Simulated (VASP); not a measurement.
Wanted: the native input for a VASP 6.6.1 run.

```
Task                   : single point
Functional             : PBE
Potentials or basis    : VASP PAW PBE potentials, release 64 (Al, Fe)
Cutoff                 : 520 eV
k mesh                 : 9 × 9 × 9
Occupations            : fermi-dirac, width 0.15 eV
Spin                   : collinear spin, ferromagnetic start
Starting moments       : [0.0, 2.4] μB
Dipole correction      : no
Further INCAR settings : ALGO = Normal; EDIFF = 1e-06; NBANDS = 16
```

The structure of AlFe lies in POSCAR:

```
AlFe
1.0
    2.9100000000      0.0000000000      0.0000000000
    0.0000000000      2.9100000000      0.0000000000
    0.0000000000      0.0000000000      2.9100000000
Al Fe
1 1
Direct
    0.0000000000      0.0000000000      0.0000000000
    0.5000000000      0.5000000000      0.5000000000
```

One way to write it, as run:

INCAR

```
SYSTEM = AlFe
PREC = Accurate ; ENCUT = 520
EDIFF = 1E-6 ; ISMEAR = -1
SIGMA = 0.15 ; LREAL = .False.
LASPH = .True. ; NELM = 150
ALGO = Normal ; ISIF = 2
LWAVE = .False. ; LCHARG = .True.
ISPIN = 2 ; MAGMOM = 0 2.4
LORBIT = 11 ; LMAXMIX = 4
GGA = PE ; LELF = .True.
LVHAR = .True. ; NBANDS = 16
```

KPOINTS

```
Automatic mesh
0
Gamma
  9 9 9
  0 0 0
```

Potentials or basis: VASP PAW PBE potentials, release 64 (Al, Fe).

Launch:

```sh
$ cat potpaw_PBE.64/Al/POTCAR potpaw_PBE.64/Fe/POTCAR > POTCAR
$ mpirun -np 1 vasp_std > vasp.out
```

Results of the run:

The pressure is -5.5 GPa. The net moment is 0.67 μB per cell, the site moments are Al -0.02; Fe +0.71 μB and the valence electrons inside the program's atomic spheres are Al 0.81; Fe 7.34.

It took 15 s on 1 thread of AMD EPYC 9R45 96-Core Processor (Zen 5), with other jobs on the host, peak memory 0.13 GiB.
